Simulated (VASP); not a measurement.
Here is a VASP 6.6.1 calculation.

INCAR

```
SYSTEM = Ag
PREC = Accurate ; ENCUT = 520
EDIFF = 1E-6 ; ISMEAR = 0
SIGMA = 0.1 ; LREAL = .FALSE.
LASPH = .TRUE. ; NELM = 100
ALGO = Fast ; ISIF = 2
LWAVE = .FALSE. ; LCHARG = .TRUE.
GGA = PS ; LELF = .TRUE.
LVHAR = .TRUE. ; NBANDS = 30
```

KPOINTS

```
regular mesh
0
G
  18 18 4
  0 0 0
```

Contents of POSCAR:

```
Ag
1.0
    2.8709531701      0.0000000000      0.0000000000
   -1.4354765850      2.4863183784      0.0000000000
    0.0000000000      0.0000000000      9.3380588751
Ag
4
Direct
    0.3333333333      0.6666666667      0.2500000000
    0.6666666667      0.3333333333      0.7500000000
    0.0000000000      0.0000000000      0.0000000000
    0.0000000000      0.0000000000      0.5000000000
```

Potentials or basis: VASP PAW PBE potentials, release 64 (Ag).

The run is started by

```sh
$ cat potpaw_PBE.64/Ag/POTCAR > POTCAR
$ mpirun -np 1 vasp_std > vasp.out
```

Problem. Estimate the pressure.

Solution. -0.3 GPa.

Problem. Estimate the band gap on the k mesh.

Solution. Zero (bands 22 and 23 overlap by 6.52 eV).

Caveat: the PAW data sets were made with another functional, which shifts forces and pressure a little.
